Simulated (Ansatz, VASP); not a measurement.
**One calculation of ZnSb2Te4, two programs**

```
Sb Zn Te
1.0
     0.00000    6.25245    0.00000
     6.25245    0.00000    0.00000
     3.12623    3.12623   -6.25041
Sb Zn Te
2 1 4
Cartesian
  3.1262 3.1262 0.0000
  3.1262 6.2525 -3.1252
  0.0000 0.0000 0.0000
  4.6893 4.6893 -4.6878
  1.5631 4.6893 -1.5626
  7.8156 7.8156 -4.6878
  4.6893 1.5631 -1.5626
```

Alike in both runs: task single point; functional PBE; dispersion D4; k mesh 3 × 3 × 3; no spin polarisation.

```csv
,VASP,Ansatz
version,VASP 6.6.1,Ansatz 0.2.0
potentials or method,"VASP PAW PBE potentials, release 64 (Sb, Zn, Te), cutoff 520 eV",PAW plane waves
occupations,"methfessel-paxton of order 1, width 0.0665 eV","cold, width 0.0665 eV"
valence electrons in the cell,46,106
```

Ansatz gave:

```
pressure (GPa)                                                : 8.5
traceless stress, the component that is largest in VASP (GPa) : 1.15
rms of the force components (eV/Å)                            : 1.068
```

Problem. What did VASP give for the same quantities?

Solution. Pressure (GPa): 8.6; traceless stress, the component that is largest in VASP (GPa): 1.11; rms of the force components (eV/Å): 1.090.

Atom by atom the forces differ by 0.027 eV/Å (rms over components). VASP's potentials hold 46 valence electrons a cell and Ansatz's 106, so a difference there can come from the potentials and not from the codes.

Spin-orbit coupling is off throughout.
